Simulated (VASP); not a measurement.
# K (I4/mmm) in VASP: single point with PBE+D3(BJ)

Aim: the single point of K with PBE+D3(BJ).

Program: VASP 6.6.1. These are calculated values, not measurements. Logs are shortened: lines on timing, memory, paths and dates and some standing lists are left out, and cuts for length are marked.

## (1) The cell of the first run

It takes space group I4/mmm (No. 139, tetragonal). The conventional cell has a = 4.797 Å, b = 4.797 Å, c = 6.580 Å, α = 90.00°, β = 90.00°, γ = 90.00°.

## (2) Single point, PBE+D3(BJ) (strain -0.0300 x Voigt [0, 1, 0, 0, 0, 0])

INCAR reads:

```
  PREC = Accurate
  ENCUT = 520
  EDIFF = 1E-6
  ISMEAR = 0
  SIGMA = 0.15
  LREAL = False
  LASPH = True
  NELM = 60
  ALGO = Normal
  ISIF = 2
  LWAVE = False
  LCHARG = True
  GGA = PE
  IVDW = 12
  LELF = True
  LVHAR = True
  NBANDS = 10
```

KPOINTS reads:

```
regular mesh
0
Gamma
  12 12 12
```

POSCAR reads:

```
K
1.0
    0.0000000000      3.2901166335      3.3918728180
    3.3918728180      0.0000000000      3.3918728180
    3.3918728180      3.2901166335      0.0000000000
K
1
Direct
    0.0000000000      0.0000000000      0.0000000000
```

Potentials or basis: VASP PAW PBE potentials, release 64 (K_sv).

Started as:

```
cat potpaw_PBE.64/K_sv/POTCAR > POTCAR
mpirun -np 1 vasp_std > vasp.out
```

OUTCAR:

```text
PREC = Accurate
   ENCUT = 520
   EDIFF = 1E-6
   ISMEAR = 0
   LREAL = False
   LASPH = True
   NELM = 60
   ISIF = 2
   GGA = PE
   IVDW = 12
 IVDW          = 12

 ion  position               nearest neighbor table
   1  0.000  0.000  0.000-

  LATTYP: Found a body centered tetragonal cell.
 ALAT       =     4.7968325411
 C/A-ratio  =     1.3717871555

  Lattice vectors:

 A1 = (   0.0000000000,  -3.2901166335,   3.3918728180)
 A2 = (   0.0000000000,  -3.2901166335,  -3.3918728180)
 A3 = (   3.3918728180,   3.2901166335,   0.0000000000)

Analysis of symmetry for initial positions (statically):
=====================================================================
 Subroutine PRICEL returns:
 Original cell was already a primitive cell.

 Routine SETGRP: Setting up the symmetry group for a
 body centered tetragonal supercell.

 Subroutine GETGRP returns: Found 16 space group operations
 (whereof 16 operations were pure point group operations)
 out of a pool of 16 trial point group operations.

The static configuration has the point symmetry D_4h.

Analysis of symmetry for dynamics (positions and initial velocities):
=====================================================================
 Subroutine PRICEL returns:
 Original cell was already a primitive cell.

 Routine SETGRP: Setting up the symmetry group for a
 body centered tetragonal supercell.

 Subroutine GETGRP returns: Found 16 space group operations
 (whereof 16 operations were pure point group operations)
 out of a pool of 16 trial point group operations.

The dynamic configuration has the point symmetry D_4h.

 Subroutine INISYM returns: Found 16 space group operations
 (whereof 16 operations are pure point group operations),
 and found     1 'primitive' translations

----------------------------------------------------------------------------------------

                                     Primitive cell

  volume of cell :      75.7043

  direct lattice vectors                    reciprocal lattice vectors
     0.000000000  3.290116633  3.391872818    -0.147411188  0.151970296  0.147411188
     3.391872818  0.000000000  3.391872818     0.147411188 -0.151970296  0.147411188
     3.391872818  3.290116633  0.000000000     0.147411188  0.151970296 -0.147411188

  length of vectors
     4.725427883  4.796832541  4.725427883     0.257982727  0.257982727  0.257982727

  position of ions in fractional coordinates (direct lattice)
     0.000000000  0.000000000  0.000000000

  ion indices of the primitive-cell ions
   primitive index   ion index
                 1           1

----------------------------------------------------------------------------------------

 KPOINTS: regular mesh

Automatic generation of k-mesh.
 Grid dimensions read from file:
 generate k-points for:   12   12   12

 Generating k-lattice:

  Cartesian coordinates                     Fractional coordinates (reciprocal lattice)
    -0.012284266  0.012664191  0.012284266     0.083333333  0.000000000  0.000000000
     0.012284266 -0.012664191  0.012284266     0.000000000  0.083333333  0.000000000
     0.012284266  0.012664191 -0.012284266     0.000000000  0.000000000  0.083333333

  Length of vectors
     0.021498561  0.021498561  0.021498561

  Shift w.r.t. Gamma in fractional coordinates (k-lattice)
     0.000000000  0.000000000  0.000000000

 Subroutine IBZKPT returns following result:
 ===========================================

 Found    163 irreducible k-points:

 Following reciprocal coordinates:
            Coordinates               Weight
  0.000000  0.000000  0.000000      1.000000
  0.083333  0.000000 -0.000000      8.000000
  0.166667  0.000000  0.000000      8.000000
  0.250000  0.000000 -0.000000      8.000000
  0.333333  0.000000  0.000000      8.000000
  0.416667  0.000000 -0.000000      8.000000
[... 16 lines left out ...]
  0.500000  0.166667 -0.000000     16.000000
 -0.416667  0.166667  0.000000     16.000000
 [... further k-points ...]
   k-points           NKPTS =    163   k-points in BZ     NKDIM =    163   number of bands    NBANDS=     10
   number of dos      NEDOS =    301   number of ions     NIONS =      1
   total plane-waves  NPLWV =  46656
   dimension x,y,z NGX =    36 NGY =   36 NGZ =   36
   dimension x,y,z NGXF=    72 NGYF=   72 NGZF=   72
   ions per type =               1
   NGX,Y,Z   is equivalent  to a cutoff of  12.67, 12.48, 12.67 a.u.
   NGXF,Y,Z  is equivalent  to a cutoff of  25.33, 24.95, 25.33 a.u.
 SYSTEM =  unknown system
   PREC   = accura    normal or accurate (medium, high low for compatibility)
   ISTART =      0    job   : 0-new  1-cont  2-samecut
   ICHARG =      2    charge: 1-file 2-atom 10-const
   ISPIN  =      1    spin polarized calculation?
   LNONCOLLINEAR =      F non collinear calculations
   LSORBIT =      F    spin-orbit coupling
   LASPH  =      T    aspherical Exc in radial PAW
   ENCUT  =  520.0 eV  38.22 Ry    6.18 a.u.   8.79  8.92  8.79*2*pi/ulx,y,z
   NELM   =     60;   NELMIN=  2; NELMDL= -5     # of ELM steps
   EDIFF  = 0.1E-05   stopping-criterion for ELM
   LREAL  =      F    real-space projection
   EDIFFG = 0.1E-04   stopping-criterion for IOM
   NSW    =      0    number of steps for IOM
   IBRION =     -1    ionic relax: 0-MD 1-quasi-New 2-CG
   NFREE  =      0    steps in history (QN), initial steepest desc. (CG)
   ISIF   =      2    stress and relaxation
   ISYM   =      2    0-nonsym 1-usesym 2-fastsym
   POTIM  = 0.5000    time-step for ionic-motion
   TEBEG  =    0.0;   TEEND  =   0.0 temperature during run
   PSTRESS=    0.0 pullay stress
   NELECT =       9.0000    total number of electrons
   NUPDOWN=      -1.0000    fix difference up-down
   EMIN   =  10.00;   EMAX   =-10.00  energy-range for DOS
   EFERMI =   0.00;   METHOD = LEGACY
   ISMEAR =     0;   SIGMA  =   0.15  broadening in eV -4-tet -1-fermi 0-gaus
   EFERMI_NEDOS =   21; number of points for ismear=-14 and -15
   IALGO  =     38    algorithm
   IMIX   =      4    mixing-type and parameters
     AMIX     =   0.40;   BMIX     =  1.00
     AMIX_MAG =   1.60;   BMIX_MAG =  1.00
  volume/ion in A,a.u.               =      75.70       510.88
  Fermi-wavevector in a.u.,A,eV,Ry     =   0.804975  1.521181  8.816360  0.647984
  Thomas-Fermi vector in A             =   1.913132
   LORBIT       =      0    0 simple, 1 ext, 2 COOP (PROOUT), +10 PAW based schemes
   GGA     = PE    functional components
   LHFCALC =     F    Hartree Fock is set to
   AEXX    =    0.0000 exact exchange contribution
   IVDW    =    12    specifies the selected vdW correction
   LEPSILON=     F    determine dielectric tensor
   LRPA    =     F    only Hartree local field effects (RPA)
 non-spin polarized calculation
 Gauss-broadening in eV      SIGMA  =   0.15
  energy-cutoff  :      520.00
  volume of cell :       75.70
 maximum number of plane-waves:      2068
   NGX = 17   NGY = 17   NGZ = 17

 number of electron       9.0000000 magnetization

 Free energy of the ion-electron system (eV)
  ---------------------------------------------------
  ext. energy  EPLUGINS =         0.00000000
  ---------------------------------------------------
  free energy    TOTEN  =        -1.05205626 eV

  energy without entropy =       -1.04371805  energy(sigma->0) =       -1.04788715

 E-fermi :  -0.1862     XC(G=0):  -5.5817

 val. band max:       -0.1962469874   @ k =  -0.4167   0.0000   0.0833
 cond. band min:      -0.1697642831   @ k =  -0.4167   0.0833   0.0000
 fundamental gap:      0.0264827042
 Fermi energy:        -0.1862001904

 k-point     1 :       0.0000    0.0000    0.0000
  band No.  band energies     occupation
      1     -32.3275      2.00000
      2     -15.7799      2.00000
      3     -15.7799      2.00000
      4     -15.7798      2.00000
      5      -2.2987      2.00000
      6       3.9697      0.00000
      7       3.9697      0.00000
      8       4.0693      0.00000
      9       5.1319      0.00000
     10       5.3158      0.00000

 k-point     2 :       0.0833    0.0000   -0.0000
  band No.  band energies     occupation
      1     -32.3272      2.00000
      2     -15.7839      2.00000
      3     -15.7805      2.00000
      4     -15.7803      2.00000
      5      -2.2189      2.00000
      6       3.7669      0.00000
      7       3.9978      0.00000
      8       4.0741      0.00000
      9       5.0630      0.00000
     10       5.2349      0.00000

 k-point     3 :       0.1667    0.0000    0.0000
  band No.  band energies     occupation
      1     -32.3267      2.00000
      2     -15.7950      2.00000
      3     -15.7823      2.00000
      4     -15.7816      2.00000
      5      -1.9827      2.00000
      6       3.2244      0.00000
      7       4.0376      0.00000
      8       4.1337      0.00000
      9       4.9689      0.00000
     10       5.1019      0.00000

 k-point     4 :       0.2500    0.0000   -0.0000
  band No.  band energies     occupation
      1     -32.3259      2.00000
      2     -15.8100      2.00000
      3     -15.7847      2.00000
      4     -15.7833      2.00000
      5      -1.5998      2.00000
      6       2.5378      0.00000
      7       3.9856      0.00000
      8       4.1229      0.00000
      9       5.0594      0.00000
     10       5.1311      0.00000
[... 222 lines left out ...]
 k-point    22 :       0.4167    0.1667   -0.0000
  band No.  band energies     occupation
      1     -32.3244      2.00000
      2     -15.8267      2.00000
      3     -15.7941      2.00000
      4     -15.7908      2.00000
      5      -0.6561      1.99999
      6       1.6943      0.00000
      7       3.1545      0.00000
      8       4.0386      0.00000
      9       4.8530      0.00000
     10       5.8829      0.00000

 k-point    23 :       0.5000    0.1667   -0.0000
  band No.  band energies     occupation
      1     -32.3240      2.00000
      2     -15.8333      2.00000
      3     -15.7975      2.00000
      4     -15.7908      2.00000
      5      -0.0182      0.11326
      6       0.9691      0.00000
      7       3.0196      0.00000
      8       3.9838      0.00000
      9       5.0070      0.00000
     10       5.9290      0.00000

 k-point    24 :      -0.4167    0.1667    0.0000
  band No.  band energies     occupation
      1     -32.3239      2.00000
      2     -15.8342      2.00000
      3     -15.7994      2.00000
      4     -15.7896      2.00000
      5       0.2468      0.00004
      6       0.6940      0.00000
      7       2.9392      0.00000
      8       3.9845      0.00000
      9       5.1902      0.00000
     10       5.7151      0.00000

 [... further k-points ...]

------------------------ aborting loop because EDIFF is reached ----------------------------------------

 Edisp (eV)   -0.10988

 E8    (eV) :    -0.0593

  FORCE on cell =-STRESS in cart. coord.  units (eV):
  Direction    XX          YY          ZZ          XY          YZ          ZX
  --------------------------------------------------------------------------------------
  -------------------------------------------------------------------------------------
  Total      -0.15806    -0.14896    -0.15806     0.00000     0.00000     0.00000
  in kB      -3.34512    -3.15260    -3.34512     0.00000     0.00000     0.00000
  external pressure =       -3.28 kB  Pullay stress =        0.00 kB

 VOLUME and BASIS-vectors are now :
 -----------------------------------------------------------------------------
  energy-cutoff  :      520.00
  volume of cell :       75.70
      direct lattice vectors                 reciprocal lattice vectors
     0.000000000  3.290116633  3.391872818    -0.147411188  0.151970296  0.147411188
     3.391872818  0.000000000  3.391872818     0.147411188 -0.151970296  0.147411188
     3.391872818  3.290116633  0.000000000     0.147411188  0.151970296 -0.147411188

 POSITION                                       TOTAL-FORCE (eV/Angst)
 -----------------------------------------------------------------------------------
      0.00000      0.00000      0.00000        -0.000000      0.000000      0.000000
 -----------------------------------------------------------------------------------
    total drift:                               -0.000000      0.000000      0.000000

  FREE ENERGIE OF THE ION-ELECTRON SYSTEM (eV)
  ---------------------------------------------------
  free  energy   TOTEN  =        -1.1619410920 eV

  energy  without entropy=       -1.1536028831  energy(sigma->0) =       -1.15777199
```

Wall time 78 s (1 thread of Intel Xeon Platinum 8259CL at 2.50GHz (Skylake/Cascade Lake), shared host); peak memory 0.28 GiB.

What came out:

```yaml
Free_energy: -1.1619 eV
Pressure: -0.3 GPa
Band_gap_on_the_k_mesh: zero (an odd number of electrons rules out a gap without spin polarisation)
Dispersion_energy_per_atom: -0.110 eV
```

Caveat: the cell differs from its parent crystal (strain -0.0300 x Voigt [0, 1, 0, 0, 0, 0]).

The gap in the log of VASP goes by the Fermi energy; the results here count the filled bands.